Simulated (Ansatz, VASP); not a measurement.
One calculation of HfS2, two programs

File INCAR:

```
SYSTEM = HfS2
PREC = Accurate
ENCUT = 400
EDIFF = 1E-6
ISMEAR = 0
SIGMA = 0.02
LREAL = .False.
LASPH = .True.
NELM = 120
ALGO = Normal
ISIF = 2
LWAVE = .False.
LCHARG = .True.
LDIPOL = .True.
IDIPOL = 3
DIPOL = 0.5 0.5 0.500
GGA = PE
IVDW = 12
LELF = .True.
LVHAR = .True.
LVACPOTAV = .True.
NBANDS = 18
GGA_COMPAT = .False.
NELMDL = -8
```

KPOINTS

```
regular mesh
0
Gamma
  9 9 1
  0 0 0
```

File POSCAR:

```
HfS2
1.0
    3.6910000000      0.0000000000      0.0000000000
   -1.8455000000      3.1964997654      0.0000000000
    0.0000000000      0.0000000000     31.8247012176
S Hf
2 1
Direct
    0.6666666667      0.3333333333      0.4518927141
    0.3333333333      0.6666666667      0.5481072859
    0.0000000000      0.0000000000      0.5000000000
```

Input for Ansatz:

```yaml
crystal:
  lattice:
    - [3.691, 0.0, 0.0]
    - [-1.8455, 3.1964997654, 0.0]
    - [0.0, 0.0, 31.8247012176]
  atoms:
    - { symbol: S, position: [0.6666666667, 0.3333333333, 0.4518927141] }
    - { symbol: Hf, position: [0.0, 0.0, 0.5] }
    - { symbol: S, position: [0.3333333333, 0.6666666667, 0.5481072859] }
  periodic: [true, true, false]
basis:
  ecutwfc: 420
kpoints:
  mp_grid: { grid: [9, 9, 1] }
hamiltonian:
  xc: pbe
  pseudopotentials: { kind: paw, azcp: { folder: soft_1 } }
  dispersion: d3bj
scf:
  occupations: { method: gaussian, width: 0.02 }
output:
  forces: true
  stress: true
  eigenvalues: true
```

Alike in both runs: task single point; functional PBE; dispersion D3(BJ); k mesh 9 × 9 × 1; occupations gaussian, width 0.02 eV; no spin polarisation.

|  | VASP | Ansatz |
| --- | --- | --- |
| version | VASP 6.6.1 | Ansatz 0.2.0 |
| potentials or method | VASP PAW PBE potentials, release 64 (S, Hf_pv), cutoff 400 eV | scalar-relativistic, plane waves, PAW |
| valence electrons in the cell | 22 | 38 |

Ansatz gave:

```
gap on the k mesh at the Fermi level (eV) : 1.17
least direct gap on the mesh (eV)         : 2.05
rms of the force components (eV/Å)        : 0.550
```

Estimate VASP's values.

gap on the k mesh at the Fermi level (eV): 1.18; least direct gap on the mesh (eV): 2.05; rms of the force components (eV/Å): 0.580.

VASP's potentials hold 22 valence electrons a cell and Ansatz's 38, so a difference there can come from the potentials and not from the codes.

Spin-orbit coupling is off throughout.
